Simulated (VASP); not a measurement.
# KBr (Fm-3m) in VASP: a series of runs

Aim: see how the results for KBr move with the level of theory and the settings. Levels: r2SCANh, LDA, r2SCAN0+D3(BJ). Tasks: single point.

Program: VASP 6.6.1. These are calculated values, not measurements. Logs are shortened: lines on timing, memory, paths and dates and some standing lists are left out, and cuts for length are marked.

## (1) The cell of the first run

It takes space group Fm-3m (No. 225, cubic). The conventional cell has a = 6.600 Å, b = 6.600 Å, c = 6.600 Å, α = 90.00°, β = 90.00°, γ = 90.00°. Within 4.3 Å of Br (site symmetry m-3m) lie 6 K at 3.30 Å. K (site symmetry m-3m) has 6 Br at 3.30 Å within 4.3 Å.

## (2) Single point, r2SCANh

The input, POSCAR:

```
KBr
1.0
    0.0000000000      3.3000000000      3.3000000000
    3.3000000000      0.0000000000      3.3000000000
    3.3000000000      3.3000000000      0.0000000000
Br K
1 1
Direct
    0.5000000000      0.5000000000      0.5000000000
    0.0000000000      0.0000000000      0.0000000000
```

The input, INCAR.step1:

```
PREC = Accurate
ENCUT = 520
EDIFF = 1E-5
ISMEAR = -1
SIGMA = 0.05
LREAL = F
LASPH = T
NELM = 100
ALGO = Normal
ISIF = 2
LWAVE = T
LCHARG = F
GGA = PE
NBANDS = 15
```

The input, INCAR.step2:

```
PREC = Accurate
ENCUT = 520
EDIFF = 1E-7
ISMEAR = -1
SIGMA = 0.05
LREAL = F
LASPH = T
NELM = 100
ALGO = Normal
ISIF = 2
LWAVE = F
LCHARG = F
METAGGA = R2SCAN
LHFCALC = T
AEXX = 0.1
LMIXTAU = T
PRECFOCK = Normal
ISTART = 1
NBANDS = 15
```

The input, KPOINTS:

```
Automatic mesh
0
Gamma
  4 4 4
```

Potentials or basis: VASP PAW PBE potentials, release 64 (Br, K_sv).

Launch:

```sh
$ cat potpaw_PBE.64/Br/POTCAR potpaw_PBE.64/K_sv/POTCAR > POTCAR
$ cp INCAR.step1 INCAR
$ mpirun -np 1 vasp_std > vasp.out
$ cp INCAR.step2 INCAR
$ mpirun -np 1 vasp_std > vasp.out
```

OUTCAR:

```text
PREC = Accurate
   ENCUT = 520
   EDIFF = 1E-7
   ISMEAR = -1
   LREAL = F
   LASPH = T
   NELM = 100
   ISIF = 2
   METAGGA = R2SCAN
   LHFCALC = T
   AEXX = 0.1
   PRECFOCK = Normal
   ISTART = 1

 ion  position               nearest neighbor table
   1  0.500  0.500  0.500-   2 3.30   2 3.30   2 3.30   2 3.30   2 3.30   2 3.30
   2  0.000  0.000  0.000-   1 3.30   1 3.30   1 3.30   1 3.30   1 3.30   1 3.30

  LATTYP: Found a face centered cubic cell.
 ALAT       =     6.6000000000

  Lattice vectors:

 A1 = (   0.0000000000,   3.3000000000,   3.3000000000)
 A2 = (   3.3000000000,   0.0000000000,   3.3000000000)
 A3 = (   3.3000000000,   3.3000000000,   0.0000000000)

Analysis of symmetry for initial positions (statically):
=====================================================================
 Subroutine PRICEL returns:
 Original cell was already a primitive cell.

 Routine SETGRP: Setting up the symmetry group for a
 face centered cubic supercell.

 Subroutine GETGRP returns: Found 48 space group operations
 (whereof 48 operations were pure point group operations)
 out of a pool of 48 trial point group operations.

The static configuration has the point symmetry O_h .

Analysis of symmetry for dynamics (positions and initial velocities):
=====================================================================
 Subroutine PRICEL returns:
 Original cell was already a primitive cell.

 Routine SETGRP: Setting up the symmetry group for a
 face centered cubic supercell.

 Subroutine GETGRP returns: Found 48 space group operations
 (whereof 48 operations were pure point group operations)
 out of a pool of 48 trial point group operations.

The dynamic configuration has the point symmetry O_h .

 Subroutine INISYM returns: Found 48 space group operations
 (whereof 48 operations are pure point group operations),
 and found     1 'primitive' translations

----------------------------------------------------------------------------------------

                                     Primitive cell

  volume of cell :      71.8740

  direct lattice vectors                    reciprocal lattice vectors
     0.000000000  3.300000000  3.300000000    -0.151515152  0.151515152  0.151515152
     3.300000000  0.000000000  3.300000000     0.151515152 -0.151515152  0.151515152
     3.300000000  3.300000000  0.000000000     0.151515152  0.151515152 -0.151515152

  length of vectors
     4.666904756  4.666904756  4.666904756     0.262431941  0.262431941  0.262431941

  position of ions in fractional coordinates (direct lattice)
     0.500000000  0.500000000  0.500000000
     0.000000000  0.000000000  0.000000000

  ion indices of the primitive-cell ions
   primitive index   ion index
                 1           1
                 2           2

----------------------------------------------------------------------------------------

 KPOINTS: Automatic mesh

Automatic generation of k-mesh.
 Grid dimensions read from file:
 generate k-points for:    4    4    4

 Generating k-lattice:

  Cartesian coordinates                     Fractional coordinates (reciprocal lattice)
    -0.037878788  0.037878788  0.037878788     0.250000000  0.000000000  0.000000000
     0.037878788 -0.037878788  0.037878788     0.000000000  0.250000000  0.000000000
     0.037878788  0.037878788 -0.037878788     0.000000000  0.000000000  0.250000000

  Length of vectors
     0.065607985  0.065607985  0.065607985

  Shift w.r.t. Gamma in fractional coordinates (k-lattice)
     0.000000000  0.000000000  0.000000000

 Subroutine IBZKPT returns following result:
 ===========================================

 Found      8 irreducible k-points:

 Following reciprocal coordinates:
            Coordinates               Weight
  0.000000  0.000000  0.000000      1.000000
  0.250000  0.000000  0.000000      8.000000
  0.500000  0.000000  0.000000      4.000000
  0.250000  0.250000  0.000000      6.000000
  0.500000  0.250000  0.000000     24.000000
 -0.250000  0.250000  0.000000     12.000000
  0.500000  0.500000  0.000000      3.000000
 -0.250000  0.500000  0.250000      6.000000
   k-points           NKPTS =      8   k-points in BZ     NKDIM =     64   number of bands    NBANDS=     15
   number of dos      NEDOS =    301   number of ions     NIONS =      2
   total plane-waves  NPLWV =  46656
   dimension x,y,z NGX =    36 NGY =   36 NGZ =   36
   dimension x,y,z NGXF=    72 NGYF=   72 NGZF=   72
   ions per type =               1   1
   NGX,Y,Z   is equivalent  to a cutoff of  12.82, 12.82, 12.82 a.u.
   NGXF,Y,Z  is equivalent  to a cutoff of  25.65, 25.65, 25.65 a.u.
 SYSTEM =  unknown system
   PREC   = accura    normal or accurate (medium, high low for compatibility)
   ISTART =      1    job   : 0-new  1-cont  2-samecut
   ICHARG =      0    charge: 1-file 2-atom 10-const
   ISPIN  =      1    spin polarized calculation?
   LNONCOLLINEAR =      F non collinear calculations
   LSORBIT =      F    spin-orbit coupling
   LASPH  =      T    aspherical Exc in radial PAW
   ENCUT  =  520.0 eV  38.22 Ry    6.18 a.u.   8.68  8.68  8.68*2*pi/ulx,y,z
   NELM   =    100;   NELMIN=  2; NELMDL=  0     # of ELM steps
   EDIFF  = 0.1E-06   stopping-criterion for ELM
   LREAL  =      F    real-space projection
   EDIFFG = 0.1E-05   stopping-criterion for IOM
   NSW    =      0    number of steps for IOM
   IBRION =     -1    ionic relax: 0-MD 1-quasi-New 2-CG
   NFREE  =      0    steps in history (QN), initial steepest desc. (CG)
   ISIF   =      2    stress and relaxation
   ISYM   =      3    0-nonsym 1-usesym 2-fastsym
   POTIM  = 0.5000    time-step for ionic-motion
   TEBEG  =    0.0;   TEEND  =   0.0 temperature during run
   PSTRESS=    0.0 pullay stress
   NELECT =      16.0000    total number of electrons
   NUPDOWN=      -1.0000    fix difference up-down
   EMIN   =  10.00;   EMAX   =-10.00  energy-range for DOS
   EFERMI =   0.00;   METHOD = LEGACY
   ISMEAR =    -1;   SIGMA  =   0.05  broadening in eV -4-tet -1-fermi 0-gaus
   EFERMI_NEDOS =   21; number of points for ismear=-14 and -15
   IALGO  =     38    algorithm
   IMIX   =      1    mixing-type and parameters
     AMIX     =   0.40;   BMIX     =  1.00
     AMIX_MAG =   1.60;   BMIX_MAG =  1.00
  volume/ion in A,a.u.               =      35.94       242.51
  Fermi-wavevector in a.u.,A,eV,Ry     =   0.992181  1.874950 13.393889  0.984423
  Thomas-Fermi vector in A             =   2.123975
   LORBIT       =      0    0 simple, 1 ext, 2 COOP (PROOUT), +10 PAW based schemes
   METAGGA = R2SCAN    functional components
   LHFCALC =     T    Hartree Fock is set to
   PRECFOCK=normal    Normal, Fast or Accurate (Low or Medium for compatibility)
   ENCUT4O =  -1.0   cutoff for four orbital integrals eV
   NKREDX  =     1    reduce k-point grid by
   NKREDY  =     1    reduce k-point grid by
   NKREDZ  =     1    reduce k-point grid by
   AEXX    =    0.1000 exact exchange contribution
   HFSCREEN=    0.0000 screening length (either q_TF or 0.3 A-1)
   HFSCREENC=   0.0000 screening length for correlation (either q_TF or 0.3 A-1)
   ENCUTFOCK=  -1.0 apply spherical cutoff to Coloumb kernel
   IVDW    =     0    specifies the selected vdW correction
   LEPSILON=     F    determine dielectric tensor
   LRPA    =     F    only Hartree local field effects (RPA)
 non-spin polarized calculation
  energy-cutoff  :      520.00
  volume of cell :       71.87
 maximum number of plane-waves:      1964
 NGX is ok and might be reduce to    36
  NGX = 28; NGY = 28; NGZ = 28

 number of electron      15.9999997 magnetization

 Free energy of the ion-electron system (eV)
  ---------------------------------------------------
  ext. energy  EPLUGINS =         0.00000000
  ---------------------------------------------------
  free energy    TOTEN  =       -22.16325584 eV

  energy without entropy =      -22.16325584  energy(sigma->0) =      -22.16325584

 E-fermi :  -1.5227     XC(G=0):  -7.0857

 val. band max:       -2.5950900856   @ k =   0.0000   0.0000   0.0000
 cond. band min:       3.1160781686   @ k =   0.0000   0.0000   0.0000
 fundamental gap:      5.7111682542
 Fermi energy:        -1.5227418014

 k-point     1 :       0.0000    0.0000    0.0000
  band No.  band energies     occupation
      1     -32.2125      2.00000
      2     -15.6962      2.00000
      3     -14.4814      2.00000
      4     -14.4814      2.00000
      5     -14.4814      2.00000
      6      -2.5951      2.00000
      7      -2.5951      2.00000
      8      -2.5951      2.00000
      9       3.1161      0.00000
     10       6.3861      0.00000
     11       6.3861      0.00000
     12       6.3861      0.00000
     13       7.4087      0.00000
     14       7.4087      0.00000
     15      10.1097      0.00000

 k-point     2 :       0.2500    0.0000    0.0000
  band No.  band energies     occupation
      1     -32.2097      2.00000
      2     -15.7863      2.00000
      3     -14.4836      2.00000
      4     -14.4836      2.00000
      5     -14.3495      2.00000
      6      -3.2695      2.00000
      7      -2.7697      2.00000
      8      -2.7697      2.00000
      9       4.3710      0.00000
     10       6.1874      0.00000
     11       7.1371      0.00000
     12       7.1371      0.00000
     13       8.2128      0.00000
     14       8.2128      0.00000
     15      11.2967      0.00000
[... 77 lines left out ...]
      3     -14.5721      2.00000
      4     -14.5175      2.00000
      5     -14.5175      2.00000
      6      -3.4508      2.00000
      7      -2.8957      2.00000
      8      -2.8957      2.00000
      9       4.4485      0.00000
     10       6.1130      0.00000
     11       8.2314      0.00000
     12       8.4474      0.00000
     13       8.8048      0.00000
     14       9.8764      0.00000
     15       9.8764      0.00000

 k-point     8 :      -0.2500    0.5000    0.2500
  band No.  band energies     occupation
      1     -32.2052      2.00000
      2     -15.6816      2.00000
      3     -14.5445      2.00000
      4     -14.5445      2.00000
      5     -14.3856      2.00000
      6      -3.2097      2.00000
      7      -3.2097      2.00000
      8      -3.1398      2.00000
      9       6.0468      0.00000
     10       6.0468      0.00000
     11       7.2355      0.00000
     12       8.0271      0.00000
     13       9.7320      0.00000
     14       9.9096      0.00000
     15      10.2395      0.00000

------------------------ aborting loop because EDIFF is reached ----------------------------------------

  FORCE on cell =-STRESS in cart. coord.  units (eV):
  Direction    XX          YY          ZZ          XY          YZ          ZX
  --------------------------------------------------------------------------------------
  -------------------------------------------------------------------------------------
  Total        0.0087939      0.0087939      0.0087939      0.0000000     -0.0000000     -0.0000000
  in kB        0.1960287      0.1960287      0.1960287      0.0000000     -0.0000000     -0.0000000
  external PRESSURE =       0.1960287 kB  Pullay stress =       0.0000000 kB

 VOLUME and BASIS-vectors are now :
 -----------------------------------------------------------------------------
  energy-cutoff  :      520.00
  volume of cell :       71.87
      direct lattice vectors                 reciprocal lattice vectors
     0.000000000  3.300000000  3.300000000    -0.151515152  0.151515152  0.151515152
     3.300000000  0.000000000  3.300000000     0.151515152 -0.151515152  0.151515152
     3.300000000  3.300000000  0.000000000     0.151515152  0.151515152 -0.151515152

 POSITION                                       TOTAL-FORCE (eV/Angst)
 -----------------------------------------------------------------------------------
      3.30000      3.30000      3.30000         0.000000      0.000000      0.000000
      0.00000      0.00000      0.00000        -0.000000     -0.000000     -0.000000
 -----------------------------------------------------------------------------------
    total drift:                                0.000000      0.000000      0.000000

  FREE ENERGIE OF THE ION-ELECTRON SYSTEM (eV)
  ---------------------------------------------------
  free  energy   TOTEN  =       -22.1632558414 eV

  energy  without entropy=      -22.1632558413  energy(sigma->0) =      -22.16325584
```

Run time: 36 min. Hardware: 1 thread of AMD EPYC 7R43 (Zen 3), shared host; peak memory 0.19 GiB.

What came out:

```yaml
Free_energy: -22.1633 eV
Pressure: 0.0 GPa
Band_gap_on_the_k_mesh: 5.71 eV
```

Caveat: the PAW data sets were made with another functional, which shifts forces and pressure a little.

## (3) Single point, LDA, non-collinear spin, zero start, spin-orbit coupling

The input, INCAR:

```
PREC = Accurate
ENCUT = 500
EDIFF = 1E-6
ISMEAR = 0
SIGMA = 0.05
LREAL = F
LASPH = T
NELM = 200
ALGO = Normal
ISIF = 2
LWAVE = F
LCHARG = F
MAGMOM = 0 0 0 0 0 0
LORBIT = 11
LSORBIT = T
GGA_COMPAT = F
LORBMOM = T
NBANDS = 28
```

The input, KPOINTS:

```
Automatic mesh
0
Gamma
  7 7 7
```

POSCAR is that of step 2.

Potentials or basis: VASP PAW LDA potentials, release 64 (Br, K_sv).

Launch:

```sh
$ cat potpaw_LDA.64/Br/POTCAR potpaw_LDA.64/K_sv/POTCAR > POTCAR
$ mpirun -np 1 vasp_ncl > vasp.out
```

Run time: 74 s. Hardware: 1 thread of Intel Xeon Platinum 8488C (Sapphire Rapids), shared host; peak memory 0.32 GiB.

The run converged. Its results:

* Free energy: -6.8290 eV
* Pressure: -1.6 GPa
* Net moment: 0.00 μB per cell
* Valence electrons inside the program's atomic spheres: Br 4.88; K 7.54

Moments on the atoms (μB; x, y, z):
```
Br  0.00 0.00 0.00
K   0.00 0.00 0.00
```

## (4) Single point, r2SCAN0+D3(BJ)

POSCAR is that of step 3.

The input, INCAR.step1:

```
PREC     = Accurate       # precision mode
ENCUT    = 440            # plane-wave cutoff, eV
EDIFF    = 1E-5           # SCF threshold, eV
ISMEAR   = 0              # smearing method
SIGMA    = 0.1            # smearing width, eV
LREAL    = False          # projectors in reciprocal space
LASPH    = True           # aspherical terms in the spheres
NELM     = 120            # most SCF steps
ALGO     = Normal         # electronic algorithm
ISIF     = 2              # what is computed and relaxed
LWAVE    = True           # write WAVECAR
NBANDS   = 15             # bands
GGA      = PE             # functional
GGA_COMPAT= False
```

The input, INCAR.step2:

```
PREC     = Accurate       # precision mode
ENCUT    = 440            # plane-wave cutoff, eV
EDIFF    = 1E-6           # SCF threshold, eV
ISMEAR   = 0              # smearing method
SIGMA    = 0.1            # smearing width, eV
LREAL    = False          # projectors in reciprocal space
LASPH    = True           # aspherical terms in the spheres
NELM     = 120            # most SCF steps
ALGO     = Normal         # electronic algorithm
ISIF     = 2              # what is computed and relaxed
LWAVE    = False          # write WAVECAR
LCHARG   = True           # write CHGCAR
METAGGA  = R2SCAN         # meta-GGA
LHFCALC  = True           # exact exchange
AEXX     = 0.25           # exact-exchange fraction
LMIXTAU  = True         
PRECFOCK = Normal       
IVDW     = 12             # dispersion correction
VDW_S6   = 1.0          
VDW_S8   = 1.1846       
VDW_A1   = 0.4534       
VDW_A2   = 5.8972       
LELF     = True           # ELF
LVHAR    = True         
NBANDS   = 15             # bands
ISTART   = 1            
GGA_COMPAT= False
```

The input, KPOINTS:

```
Automatic mesh
0
Gamma
  5 5 5
```

Potentials or basis: VASP PAW PBE potentials, release 64 (Br, K_sv).

Launch:

```sh
$ cat potpaw_PBE.64/Br/POTCAR potpaw_PBE.64/K_sv/POTCAR > POTCAR
$ cp INCAR.step1 INCAR
$ mpirun -np 1 vasp_std > vasp.out
$ cp INCAR.step2 INCAR
$ mpirun -np 1 vasp_std > vasp.out
```

Run time: 11 min. Hardware: 1 thread of Intel Xeon Platinum 8488C (Sapphire Rapids), shared host; peak memory 0.2 GiB.

It converged, with:

- Free energy: -20.7890 eV
- Pressure: -0.6 GPa
- Band gap on the k mesh: 6.66 eV
- Dispersion energy per atom: -0.130 eV

Levels at points of the mesh, in eV from the valence-band top:
| k point | band 6 | band 7 | band 8 | band 9 | band 10 | band 11 |
| --- | --- | --- | --- | --- | --- | --- |
| (0.00, 0.00, 0.00) | 0.00 | 0.00 | 0.00 | 6.66 | 10.09 | 10.09 |

Caveat: the PAW data sets were made with another functional, which shifts forces and pressure a little.

## (5) The runs side by side

```tsv
level	potentials or basis	spin	k mesh	cutoff (eV)	smearing	grid for exact exchange (PRECFOCK)	share of exact exchange	gap on the mesh (eV)	pressure (GPa)
r2SCANh	VASP PAW PBE potentials, release 64 (Br, K_sv)	off	4 × 4 × 4	520	fermi-dirac 0.05 eV	Normal	0.1	5.71	0.0
LDA	VASP PAW LDA potentials, release 64 (Br, K_sv)	non-collinear, zero start, SOC	7 × 7 × 7	500	gaussian 0.05 eV	-	-	-	-1.6
r2SCAN0+D3(BJ)	VASP PAW PBE potentials, release 64 (Br, K_sv)	off	5 × 5 × 5	440	gaussian 0.1 eV	Normal	0.25	6.66	-0.6
```

Alike in all rows: task single point; cell as given.

Caveats: the PAW data sets were made with another functional, which shifts forces and pressure a little (at least some runs).

Total energies depend on the potentials used, so only differences within one code and one set of settings carry meaning.
